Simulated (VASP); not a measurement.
# CuAu3 in VASP: further runs

CuAu3 is run at these levels: PBEsol; tasks: relaxation of cell and atoms, single point.

Everything below comes from runs of VASP 6.6.1. Logs are shortened: lines on timing, memory, paths and dates and some standing lists are left out, and cuts for length are marked.

### 1 The cell of the first run

Symmetry: Pm-3m, No. 221, cubic system. Conventional cell: a = 3.980 Å, b = 3.980 Å, c = 3.980 Å, α = 90.00°, β = 90.00°, γ = 90.00°. Cu (site symmetry m-3m) has 12 Au at 2.81 Å within 3.7 Å. Au (site symmetry 4/mmm) has 4 Cu at 2.81 Å and 8 Au at 2.81 Å within 3.7 Å.

### 2 Relaxation of cell and atoms, PBEsol

Input file INCAR:

```
SYSTEM = CuAu3
PREC = Accurate
ENCUT = 600
EDIFF = 1E-6
ISMEAR = 0
SIGMA = 0.1
LREAL = .False.
LASPH = .True.
NELM = 80
ALGO = Fast
ISIF = 3
LWAVE = .False.
LCHARG = .False.
GGA = PS
IBRION = 2
NSW = 100
EDIFFG = -0.005
```

Input file KPOINTS:

```
regular mesh
0
Gamma
  10 10 10
  0 0 0
```

Input file POSCAR:

```
CuAu3
1.0
    3.9800000000      0.0000000000      0.0000000000
    0.0000000000      3.9800000000      0.0000000000
    0.0000000000      0.0000000000      3.9800000000
Cu Au
1 3
Direct
    0.0000000000      0.0000000000      0.0000000000
    0.0000000000      0.5000000000      0.5000000000
    0.5000000000      0.0000000000      0.5000000000
    0.5000000000      0.5000000000      0.0000000000
```

Potentials or basis: VASP PAW PBE potentials, release 64 (Cu, Au).

Launch:

```sh
$ cat potpaw_PBE.64/Cu/POTCAR potpaw_PBE.64/Au/POTCAR > POTCAR
$ mpirun -np 1 vasp_std > vasp.out
```

OUTCAR:

```text
SYSTEM = CuAu3
   PREC = Accurate
   ENCUT = 600
   EDIFF = 1E-6
   ISMEAR = 0
   LREAL = .False.
   LASPH = .True.
   NELM = 80
   ISIF = 3
   GGA = PS
   IBRION = 2
   NSW = 100
   EDIFFG = -0.005

 ion  position               nearest neighbor table
   1  0.000  0.000  0.000-   2 2.81   3 2.81   4 2.81   2 2.81   3 2.81   2 2.81   4 2.81   2 2.81
                             3 2.81   4 2.81   3 2.81   4 2.81
   2  0.000  0.500  0.500-   1 2.81   3 2.81   4 2.81   1 2.81   4 2.81   1 2.81   3 2.81   1 2.81
                             3 2.81   4 2.81   4 2.81   3 2.81
   3  0.500  0.000  0.500-   1 2.81   2 2.81   4 2.81   1 2.81   4 2.81   2 2.81   4 2.81   4 2.81
                             1 2.81   2 2.81   1 2.81   2 2.81
   4  0.500  0.500  0.000-   1 2.81   2 2.81   3 2.81   2 2.81   3 2.81   1 2.81   3 2.81   3 2.81
                             1 2.81   2 2.81   2 2.81   1 2.81

  LATTYP: Found a simple cubic cell.
 ALAT       =     3.9800000000

  Lattice vectors:

 A1 = (   3.9800000000,   0.0000000000,   0.0000000000)
 A2 = (   0.0000000000,   3.9800000000,   0.0000000000)
 A3 = (   0.0000000000,   0.0000000000,   3.9800000000)

Analysis of symmetry for initial positions (statically):
=====================================================================
 Subroutine PRICEL returns:
 Original cell was already a primitive cell.

 Routine SETGRP: Setting up the symmetry group for a
 simple cubic supercell.

 Subroutine GETGRP returns: Found 48 space group operations
 (whereof 48 operations were pure point group operations)
 out of a pool of 48 trial point group operations.

The static configuration has the point symmetry O_h .

Analysis of symmetry for dynamics (positions and initial velocities):
=====================================================================
 Subroutine PRICEL returns:
 Original cell was already a primitive cell.

 Routine SETGRP: Setting up the symmetry group for a
 simple cubic supercell.

 Subroutine GETGRP returns: Found 48 space group operations
 (whereof 48 operations were pure point group operations)
 out of a pool of 48 trial point group operations.

The dynamic configuration has the point symmetry O_h .

 Subroutine INISYM returns: Found 48 space group operations
 (whereof 48 operations are pure point group operations),
 and found     1 'primitive' translations

----------------------------------------------------------------------------------------

                                     Primitive cell

  volume of cell :      63.0448

  direct lattice vectors                    reciprocal lattice vectors
     3.980000000  0.000000000  0.000000000     0.251256281  0.000000000  0.000000000
     0.000000000  3.980000000  0.000000000     0.000000000  0.251256281  0.000000000
     0.000000000  0.000000000  3.980000000     0.000000000  0.000000000  0.251256281

  length of vectors
     3.980000000  3.980000000  3.980000000     0.251256281  0.251256281  0.251256281

  position of ions in fractional coordinates (direct lattice)
     0.000000000  0.000000000  0.000000000
     0.000000000  0.500000000  0.500000000
     0.500000000  0.000000000  0.500000000
     0.500000000  0.500000000  0.000000000

  ion indices of the primitive-cell ions
   primitive index   ion index
                 1           1
                 2           2
                 3           3
                 4           4

----------------------------------------------------------------------------------------

 KPOINTS: regular mesh

Automatic generation of k-mesh.
 Grid dimensions read from file:
 generate k-points for:   10   10   10

 Generating k-lattice:

  Cartesian coordinates                     Fractional coordinates (reciprocal lattice)
     0.025125628  0.000000000  0.000000000     0.100000000  0.000000000  0.000000000
     0.000000000  0.025125628  0.000000000     0.000000000  0.100000000  0.000000000
     0.000000000  0.000000000  0.025125628     0.000000000  0.000000000  0.100000000

  Length of vectors
     0.025125628  0.025125628  0.025125628

  Shift w.r.t. Gamma in fractional coordinates (k-lattice)
     0.000000000  0.000000000  0.000000000

 Subroutine IBZKPT returns following result:
 ===========================================

 Found     56 irreducible k-points:

 Following reciprocal coordinates:
            Coordinates               Weight
  0.000000  0.000000  0.000000      1.000000
  0.100000  0.000000  0.000000      6.000000
  0.200000  0.000000  0.000000      6.000000
  0.300000  0.000000  0.000000      6.000000
  0.400000  0.000000  0.000000      6.000000
  0.500000  0.000000  0.000000      3.000000
[... 16 lines left out ...]
  0.200000  0.100000  0.100000     24.000000
  0.300000  0.100000  0.100000     24.000000
 [... further k-points ...]
   k-points           NKPTS =     56   k-points in BZ     NKDIM =     56   number of bands    NBANDS=     26
   number of dos      NEDOS =    301   number of ions     NIONS =      4
   total plane-waves  NPLWV =  32768
   dimension x,y,z NGX =    32 NGY =   32 NGZ =   32
   dimension x,y,z NGXF=    64 NGYF=   64 NGZF=   64
   ions per type =               1   3
   NGX,Y,Z   is equivalent  to a cutoff of  13.37, 13.37, 13.37 a.u.
   NGXF,Y,Z  is equivalent  to a cutoff of  26.73, 26.73, 26.73 a.u.
 SYSTEM =  CuAu3
   PREC   = accura    normal or accurate (medium, high low for compatibility)
   ISTART =      0    job   : 0-new  1-cont  2-samecut
   ICHARG =      2    charge: 1-file 2-atom 10-const
   ISPIN  =      1    spin polarized calculation?
   LNONCOLLINEAR =      F non collinear calculations
   LSORBIT =      F    spin-orbit coupling
   LASPH  =      T    aspherical Exc in radial PAW
   ENCUT  =  600.0 eV  44.10 Ry    6.64 a.u.   7.95  7.95  7.95*2*pi/ulx,y,z
   NELM   =     80;   NELMIN=  2; NELMDL= -5     # of ELM steps
   EDIFF  = 0.1E-05   stopping-criterion for ELM
   LREAL  =      F    real-space projection
   EDIFFG = -.5E-02   stopping-criterion for IOM
   NSW    =    100    number of steps for IOM
   IBRION =      2    ionic relax: 0-MD 1-quasi-New 2-CG
   NFREE  =      1    steps in history (QN), initial steepest desc. (CG)
   ISIF   =      3    stress and relaxation
   ISYM   =      2    0-nonsym 1-usesym 2-fastsym
   POTIM  = 0.5000    time-step for ionic-motion
   TEBEG  =    0.0;   TEEND  =   0.0 temperature during run
   PSTRESS=    0.0 pullay stress
   NELECT =      44.0000    total number of electrons
   NUPDOWN=      -1.0000    fix difference up-down
   EMIN   =  10.00;   EMAX   =-10.00  energy-range for DOS
   EFERMI =   0.00;   METHOD = LEGACY
   ISMEAR =     0;   SIGMA  =   0.10  broadening in eV -4-tet -1-fermi 0-gaus
   EFERMI_NEDOS =   21; number of points for ismear=-14 and -15
   IALGO  =     68    algorithm
   IMIX   =      4    mixing-type and parameters
     AMIX     =   0.40;   BMIX     =  1.00
     AMIX_MAG =   1.60;   BMIX_MAG =  1.00
  volume/ion in A,a.u.               =      15.76       106.36
  Fermi-wavevector in a.u.,A,eV,Ry     =   1.452143  2.744152 28.690859  2.108719
  Thomas-Fermi vector in A             =   2.569559
   LORBIT       =      0    0 simple, 1 ext, 2 COOP (PROOUT), +10 PAW based schemes
   GGA     = PS    functional components
   LHFCALC =     F    Hartree Fock is set to
   AEXX    =    0.0000 exact exchange contribution
   IVDW    =     0    specifies the selected vdW correction
   LEPSILON=     F    determine dielectric tensor
   LRPA    =     F    only Hartree local field effects (RPA)
 conjugate gradient relaxation of ions
 non-spin polarized calculation
 RMM-DIIS sequential band-by-band and
 Gauss-broadening in eV      SIGMA  =   0.10
  energy-cutoff  :      600.00
  volume of cell :       63.04
 maximum number of plane-waves:      2176
 NGX is ok and might be reduce to    32
   NGX = 15   NGY = 15   NGZ = 15

--------------------------------------- Ionic step        1  -------------------------------------------

 number of electron      44.0000026 magnetization

 Free energy of the ion-electron system (eV)
  ---------------------------------------------------
  ext. energy  EPLUGINS =         0.00000000
  ---------------------------------------------------
  free energy    TOTEN  =       -16.19160354 eV

  energy without entropy =      -16.18343346  energy(sigma->0) =      -16.18751850

------------------------ aborting loop because EDIFF is reached ----------------------------------------

  FORCE on cell =-STRESS in cart. coord.  units (eV):
  Direction    XX          YY          ZZ          XY          YZ          ZX
  --------------------------------------------------------------------------------------
  -------------------------------------------------------------------------------------
  Total       -0.2643353     -0.2643353     -0.2643353     -0.0000000      0.0000000     -0.0000000
  in kB       -6.7176358     -6.7176358     -6.7176358     -0.0000000      0.0000000     -0.0000000
  external PRESSURE =      -6.7176358 kB  Pullay stress =       0.0000000 kB
[... 137 lines left out ...]
  energy  without entropy=      -16.1841023374  energy(sigma->0) =      -16.18821068

--------------------------------------- Ionic step        5  -------------------------------------------

 number of electron      44.0000022 magnetization

 Free energy of the ion-electron system (eV)
  ---------------------------------------------------
  ext. energy  EPLUGINS =         0.00000000
  ---------------------------------------------------
  free energy    TOTEN  =       -16.19233002 eV

  energy without entropy =      -16.18411126  energy(sigma->0) =      -16.18822064

 E-fermi :   9.0893     XC(G=0): -12.8983

 val. band max:        9.0794314877   @ k =   0.5000   0.4000   0.4000
 cond. band min:       9.0998026704   @ k =   0.4000   0.4000   0.0000
 fundamental gap:      0.0203711827
 Fermi energy:         9.0892956615

 k-point     1 :       0.0000    0.0000    0.0000
  band No.  band energies     occupation
      1      -0.9387      2.00000
      2       1.5424      2.00000
      3       2.3771      2.00000
      4       2.3771      2.00000
      5       2.3771      2.00000
      6       2.4905      2.00000
[... 685 lines left out ...]
     25      15.0329      0.00000
     26      15.2385      0.00000

 [... further k-points ...]

------------------------ aborting loop because EDIFF is reached ----------------------------------------

  FORCE on cell =-STRESS in cart. coord.  units (eV):
  Direction    XX          YY          ZZ          XY          YZ          ZX
  --------------------------------------------------------------------------------------
  -------------------------------------------------------------------------------------
  Total        0.0077865      0.0077865      0.0077865     -0.0000000     -0.0000000      0.0000000
  in kB        0.1987712      0.1987712      0.1987712     -0.0000000     -0.0000000      0.0000000
  external PRESSURE =       0.1987712 kB  Pullay stress =       0.0000000 kB
[... 19 lines left out ...]
  FREE ENERGIE OF THE ION-ELECTRON SYSTEM (eV)
  ---------------------------------------------------
  free  energy   TOTEN  =       -16.1923300180 eV

  energy  without entropy=      -16.1841112601  energy(sigma->0) =      -16.18822064

 reached required accuracy - stopping structural energy minimisation
```

Wall time 2.9 min (1 thread of Intel Xeon Platinum 8488C (Sapphire Rapids), shared host); peak memory 0.26 GiB.

What came out:

| Item | Value |
| --- | --- |
| Free energy | -16.1923 eV |
| Relaxed volume | 15.69 Å³/atom |
| Relaxed cell | a = 3.974 Å, b = 3.974 Å, c = 3.974 Å, α = 90.00°, β = 90.00°, γ = 90.00° |
| Space group after relaxing (to 0.1 Å) | Pm-3m (No. 221) |
| Energy gained by relaxing | 0.2 meV/atom |
| Ionic steps | 5 |
| Pressure after relaxing | 0.0 GPa |
| Band gap on the k mesh | zero (bands 22 and 23 overlap by 2.15 eV) |

The path:
```tsv
step	energy change (eV)	largest force (eV/Å)	pressure (GPa)	volume (Å³)
1	0.0000	0.0000	-0.67	63.04
2	0.0001	0.0000	0.79	62.44
3	-0.0008	0.0000	0.11	62.74
4	-0.0007	0.0000	-0.15	62.79
5	-0.0007	0.0000	0.02	62.76
```

Final structure:
```yaml
crystal:
  lattice:
    - [3.97405, 0.00000, 0.00000]
    - [0.00000, 3.97405, 0.00000]
    - [0.00000, 0.00000, 3.97405]
  atoms:
    - { symbol: Cu, position: [0.00000, 0.00000, 0.00000] }
    - { symbol: Au, position: [0.00000, 0.50000, 0.50000] }
    - { symbol: Au, position: [0.50000, 0.00000, 0.50000] }
    - { symbol: Au, position: [0.50000, 0.50000, 0.00000] }
```

Levels at points of the mesh, in eV from the Fermi level:
| k point | band 19 | band 20 | band 21 | band 22 | band 23 | band 24 | band 25 | band 26 |
| --- | --- | --- | --- | --- | --- | --- | --- | --- |
| (0.00, 0.00, 0.00) | -1.44 | -1.44 | -1.44 | 0.96 | 0.96 | 0.96 | 5.98 | 5.98 |
| (0.50, 0.00, 0.00) | -2.11 | -1.90 | -1.52 | -1.44 | 5.26 | 5.63 | 5.94 | 5.94 |
| (0.50, 0.50, 0.00) | -2.16 | -2.16 | -0.74 | -0.17 | -0.05 | -0.05 | 8.37 | 8.94 |
| (0.50, 0.50, 0.50) | -1.60 | -1.60 | -1.17 | -1.10 | -1.10 | -1.10 | 3.03 | 3.03 |

Caveat: the PAW data sets were made with another functional, which shifts forces and pressure a little; spin-orbit coupling is left out, which moves the levels of the heavy elements.

### 3 Single point, PBEsol (biaxial strain in the a-b plane: -2.0 %)

Input file INCAR:

```
ALGO = Fast
EDIFF = 1E-6
ENCUT = 520
GGA = PS
ISIF = 2
ISMEAR = 0
LASPH = T
LCHARG = T
LELF = T
LREAL = F
LVHAR = T
LWAVE = F
NBANDS = 30
NELM = 100
PREC = Accurate
SIGMA = 0.1
```

Input file KPOINTS:

```
k-points
0
Gamma
  14 14 14
```

Input file POSCAR:

```
CuAu3
1.0
    3.8947667138      0.0000000000      0.0000000000
    0.0000000000      3.8947667138      0.0000000000
    0.0000000000      0.0000000000      4.0219427697
Cu Au
1 3
Direct
    0.0000000000      0.0000000000      0.0000000000
    0.0000000000      0.5000000000      0.5000000000
    0.5000000000      0.0000000000      0.5000000000
    0.5000000000      0.5000000000      0.0000000000
```

Potentials or basis: VASP PAW PBE potentials, release 64 (Cu, Au).

Launch:

```sh
$ cat potpaw_PBE.64/Cu/POTCAR potpaw_PBE.64/Au/POTCAR > POTCAR
$ mpirun -np 1 vasp_std > vasp.out
```

It took 15 min on 1 thread of Oxide Virtual Turin-like, shared host; peak memory 0.49 GiB.

Results (log left out):

| Item | Value |
| --- | --- |
| Free energy | -16.1639 eV |
| Pressure | 4.9 GPa |
| Band gap on the k mesh | zero (bands 22 and 23 overlap by 2.16 eV) |

Stress tensor (GPa, compression positive):
```
5.53 0.00 0.00
0.00 5.53 0.00
0.00 0.00 3.62
```

Levels at points of the mesh, in eV from the Fermi level:
```tsv
k point	band 19	band 20	band 21	band 22	band 23	band 24	band 25	band 26
(0.00, 0.00, 0.00)	-1.54	-1.45	-1.41	0.47	1.05	1.05	5.77	6.50
(0.50, 0.00, 0.00)	-2.22	-2.03	-1.62	-1.55	5.20	5.60	5.73	6.27
(0.50, 0.50, 0.00)	-2.25	-2.25	-0.67	-0.09	0.14	0.14	8.17	8.58
(0.00, 0.00, 0.50)	-2.26	-1.96	-1.45	-1.41	5.60	5.98	5.98	6.12
(0.50, 0.00, 0.50)	-2.30	-2.28	-0.84	-0.27	-0.13	-0.13	8.62	9.31
(0.50, 0.50, 0.50)	-1.69	-1.64	-1.33	-1.27	-1.26	-1.26	3.07	3.20
```

Caveat: the cell differs from its parent crystal (biaxial strain in the a-b plane: -2.0 %); the cell stands under pressure; the PAW data sets were made with another functional, which shifts forces and pressure a little; spin-orbit coupling is left out, which moves the levels of the heavy elements.

### 4 Single point, PBEsol (biaxial strain in the a-b plane: -2.0 %, then relaxed in part)

Input file INCAR:

```
  ALGO = Fast
  EDIFF = 1E-7
  ENCUT = 520
  GGA = PS
  ISIF = 2
  ISMEAR = 0
  LASPH = True
  LCHARG = True
  LELF = True
  LREAL = False
  LVHAR = True
  LWAVE = False
  NBANDS = 30
  NELM = 60
  PREC = Accurate
  SIGMA = 0.1
```

KPOINTS is that of step 3.

Edit POSCAR of step 3 so:

```diff
@@ -4,3 +4,3 @@
     0.0000000000      3.8947667138      0.0000000000
-    0.0000000000      0.0000000000      4.0219427697
+    0.0000000000      0.0000000000      4.0952546959
 Cu Au
```

Launch:

```sh
$ cat potpaw_PBE.64/Cu/POTCAR potpaw_PBE.64/Au/POTCAR > POTCAR
$ mpirun -np 1 vasp_std > vasp.out
```

It took 12 min on 1 thread of Oxide Virtual Turin-like, shared host; peak memory 0.5 GiB.

Results (log left out):

| Item | Value |
| --- | --- |
| Free energy | -16.1776 eV |
| Pressure | 1.8 GPa |
| Band gap on the k mesh | zero (bands 22 and 23 overlap by 2.07 eV) |

Stress tensor (GPa, compression positive):
```
 2.78  0.00  0.00
 0.00  2.78  0.00
 0.00  0.00 -0.27
```

Levels at points of the mesh, in eV from the Fermi level:
```csv
k point,band 18,band 19,band 20,band 21,band 22,band 23,band 24,band 25,band 26,band 27
"(0.00, 0.00, 0.00)",-1.52,-1.52,-1.39,-1.33,0.34,1.22,1.22,5.38,6.54,7.10
"(0.50, 0.00, 0.00)",-2.35,-2.16,-2.01,-1.65,-1.55,5.01,5.35,5.55,6.14,6.38
"(0.50, 0.50, 0.00)",-2.21,-2.18,-2.18,-0.60,-0.02,0.22,0.22,7.94,8.23,8.58
"(0.00, 0.00, 0.50)",-2.29,-2.22,-1.89,-1.39,-1.32,5.66,5.94,5.94,6.18,6.35
"(0.50, 0.00, 0.50)",-2.26,-2.24,-2.23,-0.86,-0.30,-0.19,-0.19,8.64,9.36,9.50
"(0.50, 0.50, 0.50)",-1.69,-1.65,-1.59,-1.23,-1.17,-1.16,-1.16,2.94,3.15,3.15
```

Caveat: the cell differs from its parent crystal (biaxial strain in the a-b plane: -2.0 %, then relaxed in part); the PAW data sets were made with another functional, which shifts forces and pressure a little; spin-orbit coupling is left out, which moves the levels of the heavy elements.

### 5 Summary

| task | cell | k mesh | cutoff (eV) | gap on the mesh (eV) | pressure (GPa) |
| --- | --- | --- | --- | --- | --- |
| relaxation of cell and atoms | relaxed from a = 3.980 Å, 4 atoms | 10 × 10 × 10 | 600 | none | 0.0 |
| single point | a = 3.895, b = 3.895, c = 4.022 Å, 4 atoms | 14 × 14 × 14 | 520 | none | 4.9 |
| single point | a = 3.895, b = 3.895, c = 4.095 Å, 4 atoms | 14 × 14 × 14 | 520 | none | 1.8 |

Alike in all rows: level PBEsol; potentials or basis VASP PAW PBE potentials, release 64 (Cu, Au); no spin polarisation; smearing gaussian 0.1 eV.

Caveats: the PAW data sets were made with another functional, which shifts forces and pressure a little; spin-orbit coupling is left out, which moves the levels of the heavy elements; the cell stands under pressure (at least some runs).

Absolute energies hang on the potentials; compare differences alone.

The gap in the log of VASP goes by the Fermi energy; the results here count the filled bands.